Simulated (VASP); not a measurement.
# Bi (R-3m) in VASP: further runs, part 2 of 3

VASP 6.6.1.

## (3) Single point, PBE

File INCAR:

```
SYSTEM = Bi
ALGO = Normal ; EDIFF = 1E-7
ENCUT = 520 ; GGA = PE
ISIF = 2 ; ISMEAR = 1
LASPH = .TRUE. ; LCHARG = .FALSE.
LREAL = .FALSE. ; LWAVE = .FALSE.
NBANDS = 22 ; NELM = 60
PREC = Accurate ; SIGMA = 0.3
```

File KPOINTS:

```
k-points
0
G
  8 8 8
  0 0 0
```

File POSCAR:

```
Bi
1.0
    2.2924582305      1.3235513765      4.0467531177
   -2.2924582305      1.3235513765      4.0467531177
    0.0000000000     -2.6471027530      4.0467531177
Bi
2
Direct
    0.2337113826      0.2337113826      0.2337113826
    0.7662886174      0.7662886174      0.7662886174
```

Potentials or basis: VASP PAW PBE potentials, release 64 (Bi_d).

Run with:

```
$ cat potpaw_PBE.64/Bi_d/POTCAR > POTCAR
$ mpirun -np 1 vasp_std > vasp.out
```

OUTCAR:

```text
SYSTEM = Bi
   EDIFF = 1E-7
   ENCUT = 520
   GGA = PE
   ISIF = 2
   ISMEAR = 1
   LASPH = .TRUE.
   LREAL = .FALSE.
   NELM = 60
   PREC = Accurate

 ion  position               nearest neighbor table
   1  0.234  0.234  0.234-   2 3.11   2 3.11   2 3.11   2 3.59   2 3.59   2 3.59
   2  0.766  0.766  0.766-   1 3.11   1 3.11   1 3.11   1 3.59   1 3.59   1 3.59

  LATTYP: Found a trigonal (rhomboedric) cell.
 ALAT       =     4.8356347857
 COS(alpha) =     0.5505039576

  Lattice vectors:

 A1 = (   2.2924582305,   1.3235513765,   4.0467531177)
 A2 = (  -2.2924582305,   1.3235513765,   4.0467531177)
 A3 = (   0.0000000000,  -2.6471027530,   4.0467531177)

Analysis of symmetry for initial positions (statically):
=====================================================================
 Subroutine PRICEL returns:
 Original cell was already a primitive cell.

 Routine SETGRP: Setting up the symmetry group for a
 trigonal (rhombohedral) supercell.

 Subroutine GETGRP returns: Found 12 space group operations
 (whereof 12 operations were pure point group operations)
 out of a pool of 12 trial point group operations.

The static configuration has the point symmetry D_3d.

Analysis of symmetry for dynamics (positions and initial velocities):
=====================================================================
 Subroutine PRICEL returns:
 Original cell was already a primitive cell.

 Routine SETGRP: Setting up the symmetry group for a
 trigonal (rhombohedral) supercell.

 Subroutine GETGRP returns: Found 12 space group operations
 (whereof 12 operations were pure point group operations)
 out of a pool of 12 trial point group operations.

The dynamic configuration has the point symmetry D_3d.

 Subroutine INISYM returns: Found 12 space group operations
 (whereof 12 operations are pure point group operations),
 and found     1 'primitive' translations

----------------------------------------------------------------------------------------

                                     Primitive cell

  volume of cell :      73.6716

  direct lattice vectors                    reciprocal lattice vectors
     2.292458230  1.323551376  4.046753118     0.218106482  0.125923836  0.082370563
    -2.292458230  1.323551376  4.046753118    -0.218106482  0.125923836  0.082370563
     0.000000000 -2.647102753  4.046753118     0.000000000 -0.251847672  0.082370563

  length of vectors
     4.835634786  4.835634786  4.835634786     0.264975772  0.264975772  0.264975772

  position of ions in fractional coordinates (direct lattice)
     0.233711383  0.233711383  0.233711383
     0.766288617  0.766288617  0.766288617

  ion indices of the primitive-cell ions
   primitive index   ion index
                 1           1
                 2           2

----------------------------------------------------------------------------------------

 KPOINTS: k-points

Automatic generation of k-mesh.
 Grid dimensions read from file:
 generate k-points for:    8    8    8

 Generating k-lattice:

  Cartesian coordinates                     Fractional coordinates (reciprocal lattice)
     0.027263310  0.015740480  0.010296320     0.125000000  0.000000000 -0.000000000
    -0.027263310  0.015740480  0.010296320     0.000000000  0.125000000 -0.000000000
     0.000000000 -0.031480959  0.010296320    -0.000000000 -0.000000000  0.125000000

  Length of vectors
     0.033121971  0.033121971  0.033121971

  Shift w.r.t. Gamma in fractional coordinates (k-lattice)
     0.000000000  0.000000000  0.000000000

 Subroutine IBZKPT returns following result:
 ===========================================

 Found     65 irreducible k-points:

 Following reciprocal coordinates:
            Coordinates               Weight
  0.000000  0.000000  0.000000      1.000000
  0.125000 -0.000000 -0.000000      6.000000
  0.250000 -0.000000 -0.000000      6.000000
  0.375000  0.000000 -0.000000      6.000000
  0.500000 -0.000000 -0.000000      3.000000
  0.125000  0.125000 -0.000000      6.000000
[... 16 lines left out ...]
  0.250000  0.125000  0.125000      6.000000
  0.375000  0.125000  0.125000      6.000000
 [... further k-points ...]
   k-points           NKPTS =     65   k-points in BZ     NKDIM =     65   number of bands    NBANDS=     22
   number of dos      NEDOS =    301   number of ions     NIONS =      2
   total plane-waves  NPLWV =  46656
   dimension x,y,z NGX =    36 NGY =   36 NGZ =   36
   dimension x,y,z NGXF=    72 NGYF=   72 NGZF=   72
   ions per type =               2
   NGX,Y,Z   is equivalent  to a cutoff of  12.38, 12.38, 12.38 a.u.
   NGXF,Y,Z  is equivalent  to a cutoff of  24.75, 24.75, 24.75 a.u.
 SYSTEM =  Bi
   PREC   = accura    normal or accurate (medium, high low for compatibility)
   ISTART =      0    job   : 0-new  1-cont  2-samecut
   ICHARG =      2    charge: 1-file 2-atom 10-const
   ISPIN  =      1    spin polarized calculation?
   LNONCOLLINEAR =      F non collinear calculations
   LSORBIT =      F    spin-orbit coupling
   LASPH  =      T    aspherical Exc in radial PAW
   ENCUT  =  520.0 eV  38.22 Ry    6.18 a.u.   8.99  8.99  8.99*2*pi/ulx,y,z
   NELM   =     60;   NELMIN=  2; NELMDL= -5     # of ELM steps
   EDIFF  = 0.1E-06   stopping-criterion for ELM
   LREAL  =      F    real-space projection
   EDIFFG = 0.1E-05   stopping-criterion for IOM
   NSW    =      0    number of steps for IOM
   IBRION =     -1    ionic relax: 0-MD 1-quasi-New 2-CG
   NFREE  =      0    steps in history (QN), initial steepest desc. (CG)
   ISIF   =      2    stress and relaxation
   ISYM   =      2    0-nonsym 1-usesym 2-fastsym
   POTIM  = 0.5000    time-step for ionic-motion
   TEBEG  =    0.0;   TEEND  =   0.0 temperature during run
   PSTRESS=    0.0 pullay stress
   NELECT =      30.0000    total number of electrons
   NUPDOWN=      -1.0000    fix difference up-down
   EMIN   =  10.00;   EMAX   =-10.00  energy-range for DOS
   EFERMI =   0.00;   METHOD = LEGACY
   ISMEAR =     1;   SIGMA  =   0.30  broadening in eV -4-tet -1-fermi 0-gaus
   EFERMI_NEDOS =   21; number of points for ismear=-14 and -15
   IALGO  =     38    algorithm
   IMIX   =      4    mixing-type and parameters
     AMIX     =   0.40;   BMIX     =  1.00
     AMIX_MAG =   1.60;   BMIX_MAG =  1.00
  volume/ion in A,a.u.               =      36.84       248.58
  Fermi-wavevector in a.u.,A,eV,Ry     =   1.213431  2.293053 20.033429  1.472415
  Thomas-Fermi vector in A             =   2.348884
   LORBIT       =      0    0 simple, 1 ext, 2 COOP (PROOUT), +10 PAW based schemes
   GGA     = PE    functional components
   LHFCALC =     F    Hartree Fock is set to
   AEXX    =    0.0000 exact exchange contribution
   IVDW    =     0    specifies the selected vdW correction
   LEPSILON=     F    determine dielectric tensor
   LRPA    =     F    only Hartree local field effects (RPA)
 non-spin polarized calculation
 Methfessel and Paxton  Order N= 1 SIGMA  =   0.30
  energy-cutoff  :      520.00
  volume of cell :       73.67
 maximum number of plane-waves:      2014
   NGX = 17   NGY = 17   NGZ = 17

 number of electron      29.9999994 magnetization

 Free energy of the ion-electron system (eV)
  ---------------------------------------------------
  ext. energy  EPLUGINS =         0.00000000
  ---------------------------------------------------
  free energy    TOTEN  =        -7.78117353 eV

  energy without entropy =       -7.78676321  energy(sigma->0) =       -7.78303675

 E-fermi :   5.8506     XC(G=0):  -9.3172

 val. band max:        5.7683980123   @ k =  -0.3750   0.5000   0.3750
 cond. band min:       5.9869927131   @ k =   0.3750   0.1250   0.1250
 fundamental gap:      0.2185947008
 Fermi energy:         5.8505662688

 k-point     1 :       0.0000    0.0000    0.0000
  band No.  band energies     occupation
      1     -17.0316      2.00000
      2     -17.0316      2.00000
      3     -16.8986      2.00000
      4     -16.8986      2.00000
      5     -16.8862      2.00000
      6     -16.7393      2.00000
[... 14 lines left out ...]
     21      11.6732     -0.00000
     22      11.7127     -0.00000

 k-point     2 :       0.1250   -0.0000   -0.0000
  band No.  band energies     occupation
      1     -17.0221      2.00000
      2     -17.0189      2.00000
      3     -16.8946      2.00000
      4     -16.8911      2.00000
      5     -16.8796      2.00000
      6     -16.7454      2.00000
[... 14 lines left out ...]
     21      11.8338     -0.00000
     22      12.8708      0.00000
[... 523 lines left out ...]
     21      12.2072      0.00000
     22      13.2039      0.00000

 k-point    24 :       0.3750    0.1250    0.1250
  band No.  band energies     occupation
      1     -16.9846      2.00000
      2     -16.9692      2.00000
      3     -16.8748      2.00000
      4     -16.8687      2.00000
      5     -16.8576      2.00000
      6     -16.7667      2.00000
[... 14 lines left out ...]
     21      13.1502      0.00000
     22      14.5752      0.00000

 [... further k-points ...]
[... 5 lines left out ...]
  --------------------------------------------------------------------------------------
  -------------------------------------------------------------------------------------
  Total       -0.0400298     -0.0400298     -0.0348016      0.0000000     -0.0000000      0.0000000
  in kB       -0.8705494     -0.8705494     -0.7568489      0.0000000     -0.0000000      0.0000000
  external PRESSURE =      -0.8326492 kB  Pullay stress =       0.0000000 kB

 VOLUME and BASIS-vectors are now :
 -----------------------------------------------------------------------------
  energy-cutoff  :      520.00
  volume of cell :       73.67
      direct lattice vectors                 reciprocal lattice vectors
     2.292458230  1.323551376  4.046753118     0.218106482  0.125923836  0.082370563
    -2.292458230  1.323551376  4.046753118    -0.218106482  0.125923836  0.082370563
     0.000000000 -2.647102753  4.046753118     0.000000000 -0.251847672  0.082370563

 POSITION                                       TOTAL-FORCE (eV/Angst)
 -----------------------------------------------------------------------------------
      0.00000      0.00000      2.83732         0.000000     -0.000000     -0.031385
      0.00000      0.00000      9.30294         0.000000      0.000000      0.031385
 -----------------------------------------------------------------------------------
    total drift:                               -0.000000      0.000000     -0.000000

  FREE ENERGIE OF THE ION-ELECTRON SYSTEM (eV)
  ---------------------------------------------------
  free  energy   TOTEN  =        -7.7811735251 eV

  energy  without entropy=       -7.7867632128  energy(sigma->0) =       -7.78303675
```

stdout:

```text
POSCAR found type information on POSCAR Bi
 POSCAR found :  1 types and       2 ions
 scaLAPACK will be used
 LDA part: xc-table for (Slater+PW92), standard interpolation
 POSCAR, INCAR and KPOINTS ok, starting setup
 FFT: planning ... GRIDC
 FFT: planning ... GRID_SOFT
 FFT: planning ... GRID
 WAVECAR not read
 entering main loop
```

Run time: 93 s. Hardware: 1 thread of Intel Xeon Platinum 8488C (Sapphire Rapids), shared host; peak memory 0.24 GiB.

What came out:

| Quantity | Value |
| --- | --- |
| Free energy | -7.7812 eV |
| Pressure | -0.1 GPa |
| Largest force | 0.031 eV/Å |
| Band gap on the k mesh | zero (band 15 reaches 5.77 eV, above the bottom of band 16 at 5.61 eV) |

Forces on the atoms (eV/Å):
```
Bi   0.000  0.000 -0.031
Bi   0.000  0.000  0.031
```

Levels at points of the mesh, in eV from the Fermi level:
```csv
k point,band 11,band 12,band 13,band 14,band 15,band 16,band 17,band 18,band 19,band 20
"(0.00, 0.00, 0.00)",-12.84,-7.66,-1.49,-1.13,-1.13,2.39,2.83,2.83,5.59,5.82
"(0.50, 0.00, 0.00)",-11.04,-10.40,-1.39,-1.16,-0.32,-0.24,0.50,1.05,7.30,8.18
"(0.50, 0.50, 0.00)",-11.15,-9.48,-4.45,-2.90,-2.72,2.40,4.66,5.24,6.33,9.00
"(0.50, 0.50, 0.50)",-11.74,-9.82,-0.91,-0.56,-0.56,0.72,0.75,0.75,6.81,8.89
```

Caveat: spin-orbit coupling is left out, which moves the levels of the heavy elements.

## (4) Single point, PBE

File INCAR:

```
SYSTEM = Bi
ALGO     = Normal         ! electronic algorithm
EDIFF    = 1E-7           ! SCF threshold, eV
ENCUT    = 520            ! plane-wave cutoff, eV
GGA      = PE             ! functional
ISIF     = 2              ! what is computed and relaxed
ISMEAR   = 1              ! smearing method
LASPH    = .TRUE.         ! aspherical terms in the spheres
LCHARG   = .FALSE.        ! write CHGCAR
LREAL    = .FALSE.        ! projectors in reciprocal space
LWAVE    = .FALSE.        ! write WAVECAR
NBANDS   = 22             ! bands
NELM     = 80             ! most SCF steps
PREC     = Accurate       ! precision mode
SIGMA    = 0.6            ! smearing width, eV
```

KPOINTS is that of step 3.

POSCAR is that of step 3.

Potentials or basis: VASP PAW PBE potentials, release 64 (Bi_d).

Run with:

```
$ cat potpaw_PBE.64/Bi_d/POTCAR > POTCAR
$ mpirun -np 1 vasp_std > vasp.out
```

OUTCAR:

```text
SYSTEM = Bi
   EDIFF = 1E-7
   ENCUT = 520
   GGA = PE
   ISIF = 2
   ISMEAR = 1
   LASPH = .TRUE.
   LREAL = .FALSE.
   NELM = 80
   PREC = Accurate

 ion  position               nearest neighbor table
   1  0.234  0.234  0.234-   2 3.11   2 3.11   2 3.11   2 3.59   2 3.59   2 3.59
   2  0.766  0.766  0.766-   1 3.11   1 3.11   1 3.11   1 3.59   1 3.59   1 3.59

  LATTYP: Found a trigonal (rhomboedric) cell.
 ALAT       =     4.8356347857
 COS(alpha) =     0.5505039576

  Lattice vectors:

 A1 = (   2.2924582305,   1.3235513765,   4.0467531177)
 A2 = (  -2.2924582305,   1.3235513765,   4.0467531177)
 A3 = (   0.0000000000,  -2.6471027530,   4.0467531177)

Analysis of symmetry for initial positions (statically):
=====================================================================
 Subroutine PRICEL returns:
 Original cell was already a primitive cell.

 Routine SETGRP: Setting up the symmetry group for a
 trigonal (rhombohedral) supercell.

 Subroutine GETGRP returns: Found 12 space group operations
 (whereof 12 operations were pure point group operations)
 out of a pool of 12 trial point group operations.

[... 153 lines left out ...]

 Free energy of the ion-electron system (eV)
  ---------------------------------------------------
  ext. energy  EPLUGINS =         0.00000000
  ---------------------------------------------------
  free energy    TOTEN  =        -7.76353572 eV

  energy without entropy =       -7.82202654  energy(sigma->0) =       -7.78303266

 E-fermi :   5.8910     XC(G=0):  -9.3173

 val. band max:        5.7684088407   @ k =  -0.3750   0.5000   0.3750
 cond. band min:       5.9869075714   @ k =   0.3750   0.1250   0.1250
 fundamental gap:      0.2184987307
 Fermi energy:         5.8909793753

 k-point     1 :       0.0000    0.0000    0.0000
  band No.  band energies     occupation
      1     -17.0321      2.00000
      2     -17.0321      2.00000
      3     -16.8991      2.00000
      4     -16.8991      2.00000
      5     -16.8865      2.00000
      6     -16.7396      2.00000
[... 589 lines left out ...]
     21      13.1503     -0.00000
     22      14.5748     -0.00000

 [... further k-points ...]
[... 5 lines left out ...]
  --------------------------------------------------------------------------------------
  -------------------------------------------------------------------------------------
  Total       -0.0853382     -0.0853382     -0.0401620      0.0000000     -0.0000000      0.0000000
  in kB       -1.8558972     -1.8558972     -0.8734258      0.0000000     -0.0000000      0.0000000
  external PRESSURE =      -1.5284067 kB  Pullay stress =       0.0000000 kB

 VOLUME and BASIS-vectors are now :
 -----------------------------------------------------------------------------
  energy-cutoff  :      520.00
  volume of cell :       73.67
      direct lattice vectors                 reciprocal lattice vectors
     2.292458230  1.323551376  4.046753118     0.218106482  0.125923836  0.082370563
    -2.292458230  1.323551376  4.046753118    -0.218106482  0.125923836  0.082370563
     0.000000000 -2.647102753  4.046753118     0.000000000 -0.251847672  0.082370563

 POSITION                                       TOTAL-FORCE (eV/Angst)
 -----------------------------------------------------------------------------------
      0.00000      0.00000      2.83732         0.000000      0.000000     -0.048371
      0.00000      0.00000      9.30294         0.000000      0.000000      0.048371
 -----------------------------------------------------------------------------------
    total drift:                               -0.000000      0.000000     -0.000000

  FREE ENERGIE OF THE ION-ELECTRON SYSTEM (eV)
  ---------------------------------------------------
  free  energy   TOTEN  =        -7.7635357237 eV

  energy  without entropy=       -7.8220265422  energy(sigma->0) =       -7.78303266
```

Run time: 1.7 min. Hardware: 1 thread of Intel Xeon Platinum 8488C (Sapphire Rapids), shared host; peak memory 0.25 GiB.

What came out:

```
Free energy            : -7.7635 eV
Pressure               : -0.2 GPa
Largest force          : 0.048 eV/Å
Band gap on the k mesh : zero (band 15 reaches 5.77 eV, above the bottom of band 16 at 5.61 eV)
```

Forces on the atoms (eV/Å):
```
Bi   0.000  0.000 -0.048
Bi   0.000  0.000  0.048
```

Stress tensor (GPa, compression positive):
```
-0.19  0.00  0.00
 0.00 -0.19  0.00
 0.00  0.00 -0.09
```

Levels at points of the mesh, in eV from the Fermi level:
| k point | band 11 | band 12 | band 13 | band 14 | band 15 | band 16 | band 17 | band 18 | band 19 | band 20 |
| --- | --- | --- | --- | --- | --- | --- | --- | --- | --- | --- |
| (0.00, 0.00, 0.00) | -12.88 | -7.70 | -1.53 | -1.17 | -1.17 | 2.35 | 2.79 | 2.79 | 5.55 | 5.78 |
| (0.50, 0.00, 0.00) | -11.08 | -10.44 | -1.43 | -1.20 | -0.36 | -0.28 | 0.46 | 1.01 | 7.26 | 8.14 |
| (0.50, 0.50, 0.00) | -11.19 | -9.52 | -4.49 | -2.94 | -2.76 | 2.36 | 4.62 | 5.20 | 6.29 | 8.96 |
| (0.50, 0.50, 0.50) | -11.78 | -9.87 | -0.95 | -0.60 | -0.60 | 0.68 | 0.71 | 0.71 | 6.77 | 8.85 |

Caveat: spin-orbit coupling is left out, which moves the levels of the heavy elements.

(Part 2 of 3 ends here.)
